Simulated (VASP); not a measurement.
# PtSe (P-6m2) in VASP: notebook

PtSe is run at these levels: PBE; tasks: electric field gradients, density of states.

Program: VASP 6.6.1. These are calculated values, not measurements. Logs are shortened: lines on timing, memory, paths and dates and some standing lists are left out, and cuts for length are marked.

## 1. The cell of the first run

The structure is hexagonal, space group P-6m2 (No. 187). Conventional cell: a = 3.702 Å, b = 3.702 Å, c = 3.613 Å, α = 90.00°, β = 90.00°, γ = 120.00°. Pt (site symmetry -6m2) has 6 Se at 2.80 Å and 2 Pt at 3.61 Å within 3.7 Å. Within 3.7 Å of Se (site symmetry -6m2) lie 6 Pt at 2.80 Å and 2 Se at 3.61 Å.

## 2. Electric field gradients, PBE

File INCAR:

```
SYSTEM = PtSe
ALGO = Normal
EDIFF = 1E-8
ENCUT = 520
GGA = PE
ISIF = 2
ISMEAR = -1
LASPH = .True.
LCHARG = .False.
LEFG = .True.
LREAL = .False.
LWAVE = .False.
NBANDS = 15
NELM = 80
PREC = Accurate
SIGMA = 0.05
```

File KPOINTS:

```
k-points
0
Gamma
  8 8 7
  0 0 0
```

File POSCAR:

```
PtSe
1.0
    3.7018703300      0.0000000000      0.0000000000
   -1.8509351600      3.2059137500      0.0000000000
    0.0000000000      0.0000000000      3.6128420300
Pt Se
1 1
Direct
    0.0000000000      0.0000000000      0.0000000000
    0.6666666667      0.3333333333      0.5000000000
```

Potentials or basis: VASP PAW PBE potentials, release 64 (Pt, Se).

Started as:

```bash
$ cat potpaw_PBE.64/Pt/POTCAR potpaw_PBE.64/Se/POTCAR > POTCAR
$ mpirun -np 1 vasp_std > vasp.out
```

OUTCAR:

```text
SYSTEM = PtSe
   EDIFF = 1E-8
   ENCUT = 520
   GGA = PE
   ISIF = 2
   ISMEAR = -1
   LASPH = .True.
   LREAL = .False.
   NELM = 80
   PREC = Accurate

 ion  position               nearest neighbor table
   1  0.000  0.000  0.000-   2 2.80   2 2.80   2 2.80   2 2.80   2 2.80   2 2.80
   2  0.667  0.333  0.500-   1 2.80   1 2.80   1 2.80   1 2.80   1 2.80   1 2.80

  LATTYP: Found a hexagonal cell.
 ALAT       =     3.7018703300
 C/A-ratio  =     0.9759504542

  Lattice vectors:

 A1 = (   3.7018703300,   0.0000000000,   0.0000000000)
 A2 = (  -1.8509351600,   3.2059137500,   0.0000000000)
 A3 = (   0.0000000000,   0.0000000000,   3.6128420300)

Analysis of symmetry for initial positions (statically):
=====================================================================
 Subroutine PRICEL returns:
 Original cell was already a primitive cell.

 Routine SETGRP: Setting up the symmetry group for a
 hexagonal supercell.

 Subroutine GETGRP returns: Found 12 space group operations
 (whereof 12 operations were pure point group operations)
 out of a pool of 24 trial point group operations.

The static configuration has the point symmetry D_3h.

Analysis of symmetry for dynamics (positions and initial velocities):
=====================================================================
 Subroutine PRICEL returns:
 Original cell was already a primitive cell.

 Routine SETGRP: Setting up the symmetry group for a
 hexagonal supercell.

 Subroutine GETGRP returns: Found 12 space group operations
 (whereof 12 operations were pure point group operations)
 out of a pool of 24 trial point group operations.

The dynamic configuration has the point symmetry D_3h.

 Subroutine INISYM returns: Found 12 space group operations
 (whereof 12 operations are pure point group operations),
 and found     1 'primitive' translations

----------------------------------------------------------------------------------------

                                     Primitive cell

  volume of cell :      42.8768

  direct lattice vectors                    reciprocal lattice vectors
     3.701870330  0.000000000  0.000000000     0.270133719  0.155961775  0.000000000
    -1.850935160  3.205913750  0.000000000     0.000000000  0.311923551  0.000000000
     0.000000000  0.000000000  3.612842030     0.000000000  0.000000000  0.276790403

  length of vectors
     3.701870330  3.701870330  3.612842030     0.311923551  0.311923551  0.276790403

  position of ions in fractional coordinates (direct lattice)
     0.000000000  0.000000000  0.000000000
     0.666666667  0.333333333  0.500000000

  ion indices of the primitive-cell ions
   primitive index   ion index
                 1           1
                 2           2

----------------------------------------------------------------------------------------

 KPOINTS: k-points

Automatic generation of k-mesh.
 Grid dimensions read from file:
 generate k-points for:    8    8    7

 Generating k-lattice:

  Cartesian coordinates                     Fractional coordinates (reciprocal lattice)
     0.033766715  0.019495222  0.000000000     0.125000000  0.000000000  0.000000000
     0.000000000  0.038990444  0.000000000     0.000000000  0.125000000  0.000000000
     0.000000000  0.000000000  0.039541486     0.000000000  0.000000000  0.142857143

  Length of vectors
     0.038990444  0.038990444  0.039541486

  Shift w.r.t. Gamma in fractional coordinates (k-lattice)
     0.000000000  0.000000000  0.000000000

 Subroutine IBZKPT returns following result:
 ===========================================

 Found     40 irreducible k-points:

 Following reciprocal coordinates:
            Coordinates               Weight
  0.000000  0.000000  0.000000      1.000000
  0.125000  0.000000  0.000000      6.000000
  0.250000  0.000000  0.000000      6.000000
  0.375000  0.000000  0.000000      6.000000
  0.500000  0.000000  0.000000      3.000000
  0.125000  0.125000  0.000000      6.000000
[... 16 lines left out ...]
  0.250000  0.000000  0.285714     12.000000
  0.375000  0.000000  0.285714     12.000000
 [... further k-points ...]
   k-points           NKPTS =     40   k-points in BZ     NKDIM =     40   number of bands    NBANDS=     15
   number of dos      NEDOS =    301   number of ions     NIONS =      2
   total plane-waves  NPLWV =  21952
   dimension x,y,z NGX =    28 NGY =   28 NGZ =   28
   dimension x,y,z NGXF=    56 NGYF=   56 NGZF=   56
   ions per type =               1   1
   NGX,Y,Z   is equivalent  to a cutoff of  12.57, 12.57, 12.88 a.u.
   NGXF,Y,Z  is equivalent  to a cutoff of  25.15, 25.15, 25.77 a.u.
 SYSTEM =  PtSe
   PREC   = accura    normal or accurate (medium, high low for compatibility)
   ISTART =      0    job   : 0-new  1-cont  2-samecut
   ICHARG =      2    charge: 1-file 2-atom 10-const
   ISPIN  =      1    spin polarized calculation?
   LNONCOLLINEAR =      F non collinear calculations
   LSORBIT =      F    spin-orbit coupling
   LASPH  =      T    aspherical Exc in radial PAW
   ENCUT  =  520.0 eV  38.22 Ry    6.18 a.u.   6.88  6.88  6.72*2*pi/ulx,y,z
   NELM   =     80;   NELMIN=  2; NELMDL= -5     # of ELM steps
   EDIFF  = 0.1E-07   stopping-criterion for ELM
   LREAL  =      F    real-space projection
   EDIFFG = 0.1E-06   stopping-criterion for IOM
   NSW    =      0    number of steps for IOM
   IBRION =     -1    ionic relax: 0-MD 1-quasi-New 2-CG
   NFREE  =      0    steps in history (QN), initial steepest desc. (CG)
   ISIF   =      2    stress and relaxation
   ISYM   =      2    0-nonsym 1-usesym 2-fastsym
   POTIM  = 0.5000    time-step for ionic-motion
   TEBEG  =    0.0;   TEEND  =   0.0 temperature during run
   PSTRESS=    0.0 pullay stress
   NELECT =      16.0000    total number of electrons
   NUPDOWN=      -1.0000    fix difference up-down
   EMIN   =  10.00;   EMAX   =-10.00  energy-range for DOS
   EFERMI =   0.00;   METHOD = LEGACY
   ISMEAR =    -1;   SIGMA  =   0.05  broadening in eV -4-tet -1-fermi 0-gaus
   EFERMI_NEDOS =   21; number of points for ismear=-14 and -15
   IALGO  =     38    algorithm
   IMIX   =      4    mixing-type and parameters
     AMIX     =   0.40;   BMIX     =  1.00
     AMIX_MAG =   1.60;   BMIX_MAG =  1.00
  volume/ion in A,a.u.               =      21.44       144.67
  Fermi-wavevector in a.u.,A,eV,Ry     =   1.178621  2.227271 18.900497  1.389147
  Thomas-Fermi vector in A             =   2.314947
   LORBIT       =      0    0 simple, 1 ext, 2 COOP (PROOUT), +10 PAW based schemes
   GGA     = PE    functional components
   LHFCALC =     F    Hartree Fock is set to
   AEXX    =    0.0000 exact exchange contribution
   IVDW    =     0    specifies the selected vdW correction
   LEPSILON=     F    determine dielectric tensor
   LRPA    =     F    only Hartree local field effects (RPA)
 non-spin polarized calculation
  energy-cutoff  :      520.00
  volume of cell :       42.88
 maximum number of plane-waves:      1168
 NGX is ok and might be reduce to    28
   NGX = 13   NGY = 13   NGZ = 13

 number of electron      16.0000001 magnetization

 Free energy of the ion-electron system (eV)
  ---------------------------------------------------
  ext. energy  EPLUGINS =         0.00000000
  ---------------------------------------------------
  free energy    TOTEN  =        -8.98875382 eV

  energy without entropy =       -8.97846865  energy(sigma->0) =       -8.98361123

 E-fermi :   5.7203     XC(G=0): -10.7496

 val. band max:        5.7135870156   @ k =   0.1250   0.0000   0.4286
 cond. band min:       5.7535184480   @ k =   0.2500   0.0000   0.0000
 fundamental gap:      0.0399314324
 Fermi energy:         5.7202821844

 k-point     1 :       0.0000    0.0000    0.0000
  band No.  band energies     occupation
      1      -8.7321      2.00000
      2       2.1635      2.00000
      3       2.1635      2.00000
      4       2.3457      2.00000
      5       3.7065      2.00000
      6       3.7277      2.00000
      7       3.7277      2.00000
      8       5.6389      1.67145
      9       6.3389      0.00001
     10       6.3389      0.00001
     11      13.1159      0.00000
     12      13.4861      0.00000
     13      13.4861      0.00000
     14      18.4660      0.00000
     15      18.8685      0.00000
[... 397 lines left out ...]
 k-point    24 :       0.3750    0.0000    0.2857
  band No.  band energies     occupation
      1      -7.6166      2.00000
      2       0.0944      2.00000
      3       1.1747      2.00000
      4       1.9004      2.00000
      5       3.2418      2.00000
      6       3.9700      2.00000
      7       4.1389      2.00000
      8       5.1413      1.99998
      9       6.2628      0.00004
     10       8.6120      0.00000
     11      11.3337      0.00000
     12      14.2817      0.00000
     13      14.4203      0.00000
     14      16.9184      0.00000
     15      18.9558      0.00000

 [... further k-points ...]
[... 5 lines left out ...]
  --------------------------------------------------------------------------------------
  -------------------------------------------------------------------------------------
  Total       -2.6501430     -2.6501430     -3.9628409     -0.0000000      0.0000000      0.0000000
  in kB      -99.0279701    -99.0279703   -148.0795934     -0.0000002      0.0000000      0.0000000
  external PRESSURE =    -115.3785113 kB  Pullay stress =       0.0000000 kB

 VOLUME and BASIS-vectors are now :
 -----------------------------------------------------------------------------
  energy-cutoff  :      520.00
  volume of cell :       42.88
      direct lattice vectors                 reciprocal lattice vectors
     3.701870330  0.000000000  0.000000000     0.270133719  0.155961775  0.000000000
    -1.850935160  3.205913750  0.000000000     0.000000000  0.311923551  0.000000000
     0.000000000  0.000000000  3.612842030     0.000000000  0.000000000  0.276790403

 POSITION                                       TOTAL-FORCE (eV/Angst)
 -----------------------------------------------------------------------------------
      0.00000      0.00000      0.00000         0.000000      0.000000      0.000000
      1.85094      1.06864      1.80642        -0.000000      0.000000      0.000000
 -----------------------------------------------------------------------------------
    total drift:                               -0.000000      0.000000      0.000000

  FREE ENERGIE OF THE ION-ELECTRON SYSTEM (eV)
  ---------------------------------------------------
  free  energy   TOTEN  =        -8.9887538168 eV

  energy  without entropy=       -8.9784686502  energy(sigma->0) =       -8.98361123

 Electric field gradients (V/A^2)
---------------------------------------------------------------------
 ion       V_xx      V_yy      V_zz      V_xy      V_xz      V_yz
---------------------------------------------------------------------
   1      15.465    15.465   -30.930    -0.001     0.000     0.000
   2     -14.036   -14.036    28.072    -0.000     0.000     0.000
---------------------------------------------------------------------

 Electric field gradients after diagonalization (V/A^2)
 (convention: |V_zz| > |V_xx| > |V_yy|)
----------------------------------------------------------------------
 ion       V_xx      V_yy      V_zz     asymmetry (V_yy - V_xx)/ V_zz
----------------------------------------------------------------------
   1      15.466    15.465   -30.930       0.000
   2     -14.036   -14.036    28.072       0.000
----------------------------------------------------------------------

           NMR quadrupolar parameters

 Cq : quadrupolar parameter    Cq=e*Q*V_zz/h
 eta: asymmetry parameters     (V_yy - V_xx)/ V_zz
 Q  : nuclear electric quadrupole moment in mb (millibarn)
----------------------------------------------------------------------
 ion       Cq(MHz)       eta       Q (mb)
----------------------------------------------------------------------
   1      -0.075       0.000       1.000
   2       0.068       0.000       1.000
----------------------------------------------------------------------
```

Run time: 12 s. Hardware: 1 thread of Intel Xeon 6975P-C (Granite Rapids), shared host; peak memory 0.16 GiB.

Results:

- Free energy: -8.9888 eV
- Pressure: -11.5 GPa
- Band gap on the k mesh: zero (band 8 reaches 6.41 eV, above the bottom of band 9 at 5.56 eV)

Stress tensor (GPa, compression positive):
```
 -9.90   0.00   0.00
  0.00  -9.90   0.00
  0.00   0.00 -14.81
```

Electric field gradients, principal values (V/Å²):
```tsv
atom	least	middle	greatest (by size)
1 Pt	15.465	15.466	-30.930
2 Se	-14.036	-14.036	28.072
```

Caveat: without QUAD_EFG the Cq values of the log hold for a quadrupole moment of 1 mb, not for the nuclei; spin-orbit coupling is left out, which moves the levels of the heavy elements.

## 3. Density of states, PBE

POSCAR is that of step 2.

File INCAR.step1:

```
SYSTEM = PtSe
ALGO = Normal ; EDIFF = 1E-6
ENCUT = 520 ; GGA = PE
ISIF = 2 ; ISMEAR = -1
LASPH = .True. ; LCHARG = .True.
LMAXMIX = 4 ; LREAL = .False.
LWAVE = .False. ; NBANDS = 15
NELM = 80 ; PREC = Accurate
SIGMA = 0.05
```

File KPOINTS.step1:

```
k-points
0
Gamma
  8 8 7
  0 0 0
```

File INCAR.step2:

```
SYSTEM = PtSe
ALGO = Normal ; EDIFF = 1E-6
ENCUT = 520 ; GGA = PE
ICHARG = 11 ; ISIF = 2
ISMEAR = -5 ; LASPH = .True.
LCHARG = .False. ; LMAXMIX = 4
LORBIT = 10 ; LREAL = .False.
LWAVE = .False. ; NEDOS = 2001
NELM = 80 ; PREC = Accurate
SIGMA = 0.05
```

File KPOINTS.step2:

```
k-points
0
Gamma
  12 12 11
  0 0 0
```

Potentials or basis: VASP PAW PBE potentials, release 64 (Pt, Se).

Started as:

```bash
$ cat potpaw_PBE.64/Pt/POTCAR potpaw_PBE.64/Se/POTCAR > POTCAR
$ cp INCAR.step1 INCAR
$ cp KPOINTS.step1 KPOINTS
$ mpirun -np 1 vasp_std > vasp.out
$ cp INCAR.step2 INCAR
$ cp KPOINTS.step2 KPOINTS
$ mpirun -np 1 vasp_std > vasp.out
```

OUTCAR:

```text
SYSTEM = PtSe
   EDIFF = 1E-6
   ENCUT = 520
   GGA = PE
   ICHARG = 11
   ISIF = 2
   ISMEAR = -5
   LASPH = .True.
   LORBIT = 10
   LREAL = .False.
   NELM = 80
   PREC = Accurate

 ion  position               nearest neighbor table
   1  0.000  0.000  0.000-   2 2.80   2 2.80   2 2.80   2 2.80   2 2.80   2 2.80
   2  0.667  0.333  0.500-   1 2.80   1 2.80   1 2.80   1 2.80   1 2.80   1 2.80

  LATTYP: Found a hexagonal cell.
 ALAT       =     3.7018703300
 C/A-ratio  =     0.9759504542

  Lattice vectors:

 A1 = (   3.7018703300,   0.0000000000,   0.0000000000)
[... 554 lines left out ...]
  Total       -2.6688899     -2.6688899     -3.9563414     -0.0000000     -0.0000000      0.0000000
  in kB      -99.7284861    -99.7284862   -147.8367271     -0.0000002     -0.0000000      0.0000000
  external PRESSURE =    -115.7645665 kB  Pullay stress =       0.0000000 kB

 VOLUME and BASIS-vectors are now :
 -----------------------------------------------------------------------------
  energy-cutoff  :      520.00
  volume of cell :       42.88
      direct lattice vectors                 reciprocal lattice vectors
     3.701870330  0.000000000  0.000000000     0.270133719  0.155961775  0.000000000
    -1.850935160  3.205913750  0.000000000     0.000000000  0.311923551  0.000000000
     0.000000000  0.000000000  3.612842030     0.000000000  0.000000000  0.276790403

 POSITION                                       TOTAL-FORCE (eV/Angst)
 -----------------------------------------------------------------------------------
      0.00000      0.00000      0.00000        -0.000000     -0.000000      0.000000
      1.85094      1.06864      1.80642         0.000000      0.000000      0.000000
 -----------------------------------------------------------------------------------
    total drift:                               -0.000040      0.000023      0.000000

  FREE ENERGIE OF THE ION-ELECTRON SYSTEM (eV)
  ---------------------------------------------------
  free  energy   TOTEN  =        -8.9913856611 eV

  energy  without entropy=       -8.9913856611  energy(sigma->0) =       -8.99138566

 total charge

# of ion       s       p       d       tot
------------------------------------------
    1        0.503   0.288   8.126   8.917
    2        1.520   2.047   0.060   3.627
--------------------------------------------------
tot          2.023   2.335   8.186  12.543
```

OUTCAR.step1:

```text
SYSTEM = PtSe
   EDIFF = 1E-6
   ENCUT = 520
   GGA = PE
   ISIF = 2
   ISMEAR = -1
   LASPH = .True.
[... 654 lines left out ...]
      0.00000      0.00000      0.00000         0.000000      0.000000      0.000000
      1.85094      1.06864      1.80642        -0.000000      0.000000      0.000000
 -----------------------------------------------------------------------------------
    total drift:                               -0.000000      0.000000      0.000000

  FREE ENERGIE OF THE ION-ELECTRON SYSTEM (eV)
  ---------------------------------------------------
  free  energy   TOTEN  =        -8.9887537974 eV

  energy  without entropy=       -8.9784686477  energy(sigma->0) =       -8.98361122
```

OSZICAR.step1:

```text
N       E                     dE             d eps       ncg     rms          rms(c)
DAV:   1     0.719757911344E+02    0.71976E+02   -0.72116E+03  1232   0.940E+02
DAV:   2    -0.678807248290E+01   -0.78764E+02   -0.71035E+02  1487   0.188E+02
DAV:   3    -0.913519202879E+01   -0.23471E+01   -0.23326E+01  1431   0.324E+01
DAV:   4    -0.914872007633E+01   -0.13528E-01   -0.13527E-01  1578   0.278E+00
DAV:   5    -0.914889335168E+01   -0.17328E-03   -0.17327E-03  1564   0.325E-01    0.720E+00
DAV:   6    -0.902078597883E+01    0.12811E+00   -0.44983E-01  1382   0.645E+00    0.447E+00
DAV:   7    -0.899371330089E+01    0.27073E-01   -0.44948E-02  1347   0.243E+00    0.254E+00
DAV:   8    -0.898910307466E+01    0.46102E-02   -0.26179E-02  1480   0.131E+00    0.372E-01
DAV:   9    -0.898879207334E+01    0.31100E-03   -0.12078E-03  1459   0.246E-01    0.656E-02
DAV:  10    -0.898874906696E+01    0.43006E-04   -0.14243E-04  1501   0.115E-01    0.144E-02
DAV:  11    -0.898875373597E+01   -0.46690E-05   -0.72196E-06  1522   0.227E-02    0.292E-03
DAV:  12    -0.898875379745E+01   -0.61482E-07   -0.33005E-07  1097   0.476E-03
   1 F= -.89887538E+01 E0= -.89836112E+01  d E =-.102851E-01
```

Wall time 25 s (1 thread of Intel Xeon 6975P-C (Granite Rapids), shared host); peak memory 0.2 GiB.

What came out:

```
Valence electrons inside the program's atomic spheres : Pt 8.92; Se 3.63
```

Caveat: spin-orbit coupling is left out, which moves the levels of the heavy elements; tetrahedron occupations give inexact forces and stress in metals.
